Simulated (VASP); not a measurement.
# InAs (I-4m2) in VASP: single point with PBEsol

Aim: the single point of InAs with PBEsol.

All numbers are computed with VASP 6.6.1; they aren't measurements. Logs are shortened: lines on timing, memory, paths and dates and some standing lists are left out, and cuts for length are marked.

### 1 The cell of the first run

Symmetry: I-4m2, No. 119, tetragonal system. Conventional cell: a = 4.433 Å, b = 4.433 Å, c = 5.978 Å, α = 90.00°, β = 90.00°, γ = 90.00°. In (site symmetry -4m2) has 4 As at 2.67 Å within 3.5 Å. Within 3.5 Å of As (site symmetry -4m2) lie 4 In at 2.67 Å.

### 2 Single point, PBEsol (biaxial strain in the a-b plane: +3.0 %)

Input file INCAR:

```
PREC     = Accurate       # precision mode
ENCUT    = 520            # plane-wave cutoff, eV
EDIFF    = 1E-7           # SCF threshold, eV
ISMEAR   = 0              # smearing method
SIGMA    = 0.1            # smearing width, eV
LREAL    = F              # projectors in reciprocal space
LASPH    = T              # aspherical terms in the spheres
NELM     = 60             # most SCF steps
ALGO     = Normal         # electronic algorithm
ISIF     = 2              # what is computed and relaxed
LWAVE    = F              # write WAVECAR
LCHARG   = F              # write CHGCAR
GGA      = PS             # functional
NBANDS   = 26             # bands
```

Input file KPOINTS:

```
Automatic mesh
0
Gamma
  12 12 10
```

Input file POSCAR:

```
InAs
1.0
    3.1348833085      3.1348833085      0.0000000000
   -3.1348833085      3.1348833085      0.0000000000
    0.0000000000      0.0000000000      5.9775833184
In As
2 2
Direct
    0.5000000000      0.0000000000      0.2500000000
    0.0000000000      0.5000000000      0.7500000000
    0.0000000000      0.0000000000      0.0000000000
    0.5000000000      0.5000000000      0.5000000000
```

Potentials or basis: VASP PAW PBE potentials, release 64 (In_d, As).

On the command line:

```bash
cat potpaw_PBE.64/In_d/POTCAR potpaw_PBE.64/As/POTCAR > POTCAR
mpirun -np 1 vasp_std > vasp.out
```

OUTCAR:

```text
PREC = Accurate
   ENCUT = 520
   EDIFF = 1E-7
   ISMEAR = 0
   LREAL = F
   LASPH = T
   NELM = 60
   ISIF = 2
   GGA = PS

 ion  position               nearest neighbor table
   1  0.500  0.000  0.250-   3 2.67   4 2.67   4 2.67   3 2.67
   2  0.000  0.500  0.750-   3 2.67   4 2.67   3 2.67   4 2.67
   3  0.000  0.000  0.000-   1 2.67   2 2.67   2 2.67   1 2.67
   4  0.500  0.500  0.500-   1 2.67   2 2.67   1 2.67   2 2.67

  LATTYP: Found a simple tetragonal cell.
 ALAT       =     4.4333944913
 C/A-ratio  =     1.3483084643

  Lattice vectors:

 A1 = (   3.1348833085,   3.1348833085,   0.0000000000)
 A2 = (  -3.1348833085,   3.1348833085,   0.0000000000)
 A3 = (   0.0000000000,   0.0000000000,   5.9775833184)

Analysis of symmetry for initial positions (statically):
=====================================================================
 Subroutine PRICEL returns following result:

  LATTYP: Found a body centered tetragonal cell.
 ALAT       =     4.4333944913
 C/A-ratio  =     1.3483084643

  Lattice vectors:

 A1 = (   0.0000000000,  -3.1348833085,  -2.9887916592)
 A2 = (   0.0000000000,   3.1348833085,  -2.9887916592)
 A3 = (   3.1348833085,   0.0000000000,   2.9887916592)

   2 primitive cells build up your supercell.

 Routine SETGRP: Setting up the symmetry group for a
 simple tetragonal supercell.

 Subroutine GETGRP returns: Found  8 space group operations
 (whereof  8 operations were pure point group operations)
 out of a pool of 16 trial point group operations.

The static configuration has the point symmetry D_2d.

Analysis of symmetry for dynamics (positions and initial velocities):
=====================================================================
 Subroutine PRICEL returns following result:

  LATTYP: Found a body centered tetragonal cell.
 ALAT       =     4.4333944913
 C/A-ratio  =     1.3483084643

  Lattice vectors:

 A1 = (   0.0000000000,  -3.1348833085,  -2.9887916592)
 A2 = (   0.0000000000,   3.1348833085,  -2.9887916592)
 A3 = (   3.1348833085,   0.0000000000,   2.9887916592)

   2 primitive cells build up your supercell.

 Routine SETGRP: Setting up the symmetry group for a
 simple tetragonal supercell.

 Subroutine GETGRP returns: Found  8 space group operations
 (whereof  8 operations were pure point group operations)
 out of a pool of 16 trial point group operations.

The dynamic configuration has the point symmetry D_2d.

 Subroutine INISYM returns: Found  8 space group operations
 (whereof  8 operations are pure point group operations),
 and found     2 'primitive' translations

----------------------------------------------------------------------------------------

                                     Primitive cell

  volume of cell :      58.7447

  direct lattice vectors                    reciprocal lattice vectors
     0.000000000 -3.134883309 -2.988791659     0.159495570 -0.159495570 -0.167291687
     0.000000000  3.134883309 -2.988791659     0.159495570  0.159495570 -0.167291687
     3.134883309  0.000000000  2.988791659     0.318991140  0.000000000  0.000000000

  length of vectors
     4.331324155  4.331324155  4.331324155     0.280827674  0.280827674  0.318991140

  position of ions in fractional coordinates (direct lattice)
     0.750000000  0.250000000  0.500000000
     0.000000000  0.000000000  0.000000000

  ion indices of the primitive-cell ions
   primitive index   ion index
                 1           1
                 2           3

----------------------------------------------------------------------------------------

 KPOINTS: Automatic mesh

Automatic generation of k-mesh.
 Grid dimensions read from file:
 generate k-points for:   12   12   10

 Generating k-lattice:

  Cartesian coordinates                     Fractional coordinates (reciprocal lattice)
     0.013291297  0.013291297  0.000000000     0.083333333  0.000000000  0.000000000
    -0.013291297  0.013291297  0.000000000     0.000000000  0.083333333  0.000000000
     0.000000000  0.000000000  0.016729169     0.000000000  0.000000000  0.100000000

  Length of vectors
     0.018796733  0.018796733  0.016729169

  Shift w.r.t. Gamma in fractional coordinates (k-lattice)
     0.000000000  0.000000000  0.000000000

 Subroutine IBZKPT returns following result:
 ===========================================

 Found    168 irreducible k-points:

 Following reciprocal coordinates:
            Coordinates               Weight
  0.000000  0.000000  0.000000      1.000000
  0.083333  0.000000  0.000000      4.000000
  0.166667  0.000000  0.000000      4.000000
  0.250000  0.000000  0.000000      4.000000
  0.333333  0.000000  0.000000      4.000000
  0.416667  0.000000  0.000000      4.000000
[... 16 lines left out ...]
  0.333333  0.333333  0.000000      4.000000
  0.416667  0.333333  0.000000      8.000000
 [... further k-points ...]
   k-points           NKPTS =    168   k-points in BZ     NKDIM =    168   number of bands    NBANDS=     26
   number of dos      NEDOS =    301   number of ions     NIONS =      4
   total plane-waves  NPLWV =  62208
   dimension x,y,z NGX =    36 NGY =   36 NGZ =   48
   dimension x,y,z NGXF=    72 NGYF=   72 NGZF=   96
   ions per type =               2   2
   NGX,Y,Z   is equivalent  to a cutoff of  13.50, 13.50, 13.35 a.u.
   NGXF,Y,Z  is equivalent  to a cutoff of  27.00, 27.00, 26.70 a.u.
 SYSTEM =  unknown system
   PREC   = accura    normal or accurate (medium, high low for compatibility)
   ISTART =      0    job   : 0-new  1-cont  2-samecut
   ICHARG =      2    charge: 1-file 2-atom 10-const
   ISPIN  =      1    spin polarized calculation?
   LNONCOLLINEAR =      F non collinear calculations
   LSORBIT =      F    spin-orbit coupling
   LASPH  =      T    aspherical Exc in radial PAW
   ENCUT  =  520.0 eV  38.22 Ry    6.18 a.u.   8.24  8.24 11.11*2*pi/ulx,y,z
   NELM   =     60;   NELMIN=  2; NELMDL= -5     # of ELM steps
   EDIFF  = 0.1E-06   stopping-criterion for ELM
   LREAL  =      F    real-space projection
   EDIFFG = 0.1E-05   stopping-criterion for IOM
   NSW    =      0    number of steps for IOM
   IBRION =     -1    ionic relax: 0-MD 1-quasi-New 2-CG
   NFREE  =      0    steps in history (QN), initial steepest desc. (CG)
   ISIF   =      2    stress and relaxation
   ISYM   =      2    0-nonsym 1-usesym 2-fastsym
   POTIM  = 0.5000    time-step for ionic-motion
   TEBEG  =    0.0;   TEEND  =   0.0 temperature during run
   PSTRESS=    0.0 pullay stress
   NELECT =      36.0000    total number of electrons
   NUPDOWN=      -1.0000    fix difference up-down
   EMIN   =  10.00;   EMAX   =-10.00  energy-range for DOS
   EFERMI =   0.00;   METHOD = LEGACY
   ISMEAR =     0;   SIGMA  =   0.10  broadening in eV -4-tet -1-fermi 0-gaus
   EFERMI_NEDOS =   21; number of points for ismear=-14 and -15
   IALGO  =     38    algorithm
   IMIX   =      4    mixing-type and parameters
     AMIX     =   0.40;   BMIX     =  1.00
     AMIX_MAG =   1.60;   BMIX_MAG =  1.00
  volume/ion in A,a.u.               =      29.37       198.21
  Fermi-wavevector in a.u.,A,eV,Ry     =   1.103679  2.085651 16.573363  1.218108
  Thomas-Fermi vector in A             =   2.240141
   LORBIT       =      0    0 simple, 1 ext, 2 COOP (PROOUT), +10 PAW based schemes
   GGA     = PS    functional components
   LHFCALC =     F    Hartree Fock is set to
   AEXX    =    0.0000 exact exchange contribution
   IVDW    =     0    specifies the selected vdW correction
   LEPSILON=     F    determine dielectric tensor
   LRPA    =     F    only Hartree local field effects (RPA)
 non-spin polarized calculation
 Gauss-broadening in eV      SIGMA  =   0.10
  energy-cutoff  :      520.00
  volume of cell :      117.49
 maximum number of plane-waves:      3184
 NGX is ok and might be reduce to    36
   NGX = 17   NGY = 17   NGZ = 23

 number of electron      36.0000001 magnetization

 Free energy of the ion-electron system (eV)
  ---------------------------------------------------
  ext. energy  EPLUGINS =         0.00000000
  ---------------------------------------------------
  free energy    TOTEN  =       -16.93519851 eV

  energy without entropy =      -16.93506191  energy(sigma->0) =      -16.93513021

 E-fermi :   3.8992     XC(G=0):  -9.0238

 val. band max:        3.7793751400   @ k =   0.0833   0.0000   0.0000
 cond. band min:       3.9138417480   @ k =   0.0000   0.0000   0.0000
 fundamental gap:      0.1344666080
 Fermi energy:         3.8991782036

 k-point     1 :       0.0000    0.0000    0.0000
  band No.  band energies     occupation
      1     -10.5913      2.00000
      2     -10.4446      2.00000
      3     -10.4446      2.00000
      4     -10.4294      2.00000
      5     -10.3757      2.00000
      6     -10.3757      2.00000
[... 18 lines left out ...]
     25      10.8960      0.00000
     26      12.5825      0.00000

 k-point     2 :       0.0833    0.0000    0.0000
  band No.  band energies     occupation
      1     -10.5889      2.00000
      2     -10.4495      2.00000
      3     -10.4434      2.00000
      4     -10.4276      2.00000
      5     -10.3795      2.00000
      6     -10.3768      2.00000
[... 18 lines left out ...]
     25      11.1824      0.00000
     26      12.0393      0.00000

 k-point     3 :       0.1667    0.0000    0.0000
  band No.  band energies     occupation
      1     -10.5822      2.00000
      2     -10.4626      2.00000
      3     -10.4399      2.00000
      4     -10.4229      2.00000
      5     -10.3853      2.00000
      6     -10.3801      2.00000
[... 572 lines left out ...]
 k-point    23 :       0.3333    0.3333    0.0000
  band No.  band energies     occupation
      1     -10.5744      2.00000
      2     -10.5569      2.00000
      3     -10.3931      2.00000
      4     -10.3915      2.00000
      5     -10.3868      2.00000
      6     -10.3767      2.00000
[... 18 lines left out ...]
     25      10.5870      0.00000
     26      10.7584      0.00000

 k-point    24 :       0.4167    0.3333    0.0000
  band No.  band energies     occupation
      1     -10.5774      2.00000
      2     -10.5692      2.00000
      3     -10.3874      2.00000
      4     -10.3852      2.00000
      5     -10.3813      2.00000
      6     -10.3763      2.00000
[... 18 lines left out ...]
     25      11.1855      0.00000
     26      11.7135      0.00000

 [... further k-points ...]

------------------------ aborting loop because EDIFF is reached ----------------------------------------

  FORCE on cell =-STRESS in cart. coord.  units (eV):
  Direction    XX          YY          ZZ          XY          YZ          ZX
  --------------------------------------------------------------------------------------
  -------------------------------------------------------------------------------------
  Total       -1.8662144     -1.8662144     -0.7457917      0.0000000      0.0000000      0.0000000
  in kB      -25.4491755    -25.4491755    -10.1702058      0.0000000      0.0000000      0.0000000
  external PRESSURE =     -20.3561856 kB  Pullay stress =       0.0000000 kB

 VOLUME and BASIS-vectors are now :
 -----------------------------------------------------------------------------
  energy-cutoff  :      520.00
  volume of cell :      117.49
      direct lattice vectors                 reciprocal lattice vectors
     3.134883309  3.134883309  0.000000000     0.159495570  0.159495570  0.000000000
    -3.134883309  3.134883309  0.000000000    -0.159495570  0.159495570  0.000000000
     0.000000000  0.000000000  5.977583318     0.000000000  0.000000000  0.167291687

 POSITION                                       TOTAL-FORCE (eV/Angst)
 -----------------------------------------------------------------------------------
      1.56744      1.56744      1.49440         0.000000      0.000000      0.000000
     -1.56744      1.56744      4.48319        -0.000000     -0.000000      0.000000
      0.00000      0.00000      0.00000         0.000000      0.000000     -0.000000
      0.00000      3.13488      2.98879        -0.000000     -0.000000     -0.000000
 -----------------------------------------------------------------------------------
    total drift:                                0.000000      0.000000      0.000000

  FREE ENERGIE OF THE ION-ELECTRON SYSTEM (eV)
  ---------------------------------------------------
  free  energy   TOTEN  =       -16.9351985060 eV

  energy  without entropy=      -16.9350619135  energy(sigma->0) =      -16.93513021
```

Run time: 14 min. Hardware: 1 thread of Oxide Virtual Turin-like, shared host; peak memory 0.54 GiB.

What came out:

```
Free energy            : -16.9352 eV
Pressure               : -2.0 GPa
Band gap on the k mesh : 0.13 eV
```

Caveat: the cell differs from its parent crystal (biaxial strain in the a-b plane: +3.0 %); semilocal functionals underestimate gaps, and a narrow one can read as zero; the PAW data sets were made with another functional, which shifts forces and pressure a little; spin-orbit coupling is left out, which moves the levels of the heavy elements.
